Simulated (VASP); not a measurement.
Input of a VASP 6.6.1 run:

INCAR

```
PREC = Accurate ; ENCUT = 910
EDIFF = 1E-6 ; ISMEAR = 0
SIGMA = 0.02 ; LREAL = False
LASPH = True ; NELM = 120
ALGO = Normal ; ISIF = 2
LWAVE = False ; LCHARG = False
GGA = PE ; NBANDS = 28
GGA_COMPAT = False
```

KPOINTS

```
regular mesh
0
Gamma
  9 9 4
```

File POSCAR:

```
SnO
1.0
    3.3603838983      0.0000000000      0.0000000000
   -1.6801919491      2.9101778224      0.0000000000
    0.0000000000      0.0000000000      9.2160481631
Sn O
2 2
Direct
    0.3333333333      0.6666666667      0.3801329628
    0.6666666667      0.3333333333      0.8801329628
    0.3333333333      0.6666666667      0.9930019672
    0.6666666667      0.3333333333      0.4930019672
```

Potentials or basis: VASP PAW PBE potentials, release 64 (Sn_d, O_h).

Run with:

```sh
$ cat potpaw_PBE.64/Sn_d/POTCAR potpaw_PBE.64/O_h/POTCAR > POTCAR
$ mpirun -np 1 vasp_std > vasp.out
```

Q: Predict the pressure.

A: 0.0 GPa.

Q: Estimate the band gap on the k mesh.

A: 1.45 eV (least direct gap 1.85 eV).

Forces on the atoms (eV/Å):
```
Sn   0.000  0.000 -0.054
Sn   0.000  0.000 -0.054
O    0.000  0.000  0.054
O    0.000  0.000  0.054
```

Caveat: the cutoff is under 1.25 times the usual one of these potentials, so pressure, stress and relaxed cells hold a basis-set (Pulay) error; spin-orbit coupling is left out, which moves the levels of the heavy elements; an odd mesh through Γ misses points on the zone boundary, where band edges can lie.
